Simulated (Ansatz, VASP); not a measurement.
Given: the input of a run of Ansatz 0.2.0 on MnS.

File input.yaml:

```yaml
crystal:
  lattice:
    - [1.8299960138, 1.0565486912, 2.9709202777]
    - [-1.8299960138, 1.0565486912, 2.9709202777]
    - [0.0, -2.1130973823, 2.9709202777]
  atoms:
    - { symbol: Mn, position: [0.0, 0.0, 0.0], spin: 4.0 }
    - { symbol: S, position: [0.5, 0.5, 0.5] }
kpoints:
  mp_grid: { grid: [9, 9, 9] }
scf:
  occupations: { method: gaussian, width: 0.05 }
hamiltonian:
  xc: pbesol
  pseudopotentials: { kind: all_electron, lapw: { basis_error: 0.001 } }
magnetization:
  spin_polarized: true
output:
  forces: true
  stress: true
  eigenvalues: true
```

Potentials or basis: all-electron LAPW, scalar-relativistic.

Run with:

```console
$ ansatz run input.yaml --threads 2 --pin off --max-ram 6144MiB --backend cpu --events-out ev --progress --plain --runs-dir out
```

**Question.** Translate it to VASP 6.6.1. Potentials there: VASP PAW PBE potentials, release 64 (Mn_pv, S).

**Answer.** As run (the cutoff follows the program's own potentials):

INCAR

```
SYSTEM = MnS
PREC     = Accurate       ! precision mode
ENCUT    = 520            ! plane-wave cutoff, eV
EDIFF    = 1E-6           ! SCF threshold, eV
ISMEAR   = 0              ! smearing method
SIGMA    = 0.05           ! smearing width, eV
LREAL    = .FALSE.        ! projectors in reciprocal space
LASPH    = .TRUE.         ! aspherical terms in the spheres
NELM     = 150            ! most SCF steps
ALGO     = Normal         ! electronic algorithm
ISIF     = 2              ! what is computed and relaxed
LWAVE    = .FALSE.        ! write WAVECAR
LCHARG   = .FALSE.        ! write CHGCAR
ISPIN    = 2              ! spin polarisation
MAGMOM   = 4 0            ! initial moments
LORBIT   = 11             ! projections on sites
LMAXMIX  = 4              ! l up to which the mixer works
GGA      = PS             ! functional
NBANDS   = 20             ! bands
```

File KPOINTS:

```
regular mesh
0
G
  9 9 9
  0 0 0
```

File POSCAR:

```
MnS
1.0
    1.8299960138      1.0565486912      2.9709202777
   -1.8299960138      1.0565486912      2.9709202777
    0.0000000000     -2.1130973823      2.9709202777
Mn S
1 1
Direct
    0.0000000000      0.0000000000      0.0000000000
    0.5000000000      0.5000000000      0.5000000000
```

Potentials or basis: VASP PAW PBE potentials, release 64 (Mn_pv, S).

Command:

```console
$ cat potpaw_PBE.64/Mn_pv/POTCAR potpaw_PBE.64/S/POTCAR > POTCAR
$ mpirun -np 1 vasp_std > vasp.out
```

Both were run:

|  | VASP | Ansatz | Ansatz less VASP |
| --- | --- | --- | --- |
| gap on the k mesh at the Fermi level (eV) | none | none | - |
| pressure (GPa) | -5.9 | -6.0 | -0.09 |
| traceless stress, the component that is largest in VASP (GPa) | 0.30 | 0.30 | +0.001 |
| net moment per atom (μB) | 2.32 | 2.32 | 0.000 |
| size of the moment on the site where the two differ most (μB) | 4.19 | 4.36 | +0.167 |

VASP's potentials were made for PBE, not for PBEsol. Site moments also hang on the region over which each program counts them. A gap of «none» marks a metal or a gap that the smearing closes. Ansatz ran all-electron here, and VASP with PAW potentials.
